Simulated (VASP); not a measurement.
Input of a VASP 6.6.1 run:

Contents of INCAR:

```
PREC = Accurate
ENCUT = 600
EDIFF = 1E-6
ISMEAR = 0
SIGMA = 0.01
LREAL = F
LASPH = T
NELM = 120
ALGO = Normal
ISIF = 2
LWAVE = F
LCHARG = F
GGA = PS
NBANDS = 37
GGA_COMPAT = F
```

KPOINTS

```
Automatic mesh
0
Gamma
  8 8 8
```

File POSCAR:

```
Cu2O
1.0
    4.2226074740      0.0000000000      0.0000000000
    0.0000000000      4.2226074740      0.0000000000
    0.0000000000      0.0000000000      4.2226074740
Cu O
4 2
Direct
    0.2500000000      0.2500000000      0.7500000000
    0.7500000000      0.2500000000      0.2500000000
    0.2500000000      0.7500000000      0.2500000000
    0.7500000000      0.7500000000      0.7500000000
    0.5000000000      0.5000000000      0.5000000000
    0.0000000000      0.0000000000      0.0000000000
```

Potentials or basis: VASP PAW PBE potentials, release 64 (Cu, O).

The run is started by

```bash
$ cat potpaw_PBE.64/Cu/POTCAR potpaw_PBE.64/O/POTCAR > POTCAR
$ mpirun -np 1 vasp_std > vasp.out
```

Problem. Estimate the pressure.

Solution. 0.8 GPa.

Problem. What does it give for the band gap on the k mesh?

Solution. 0.57 eV.

Caveat: the PAW data sets were made with another functional, which shifts forces and pressure a little. A k mesh can miss the band edges.
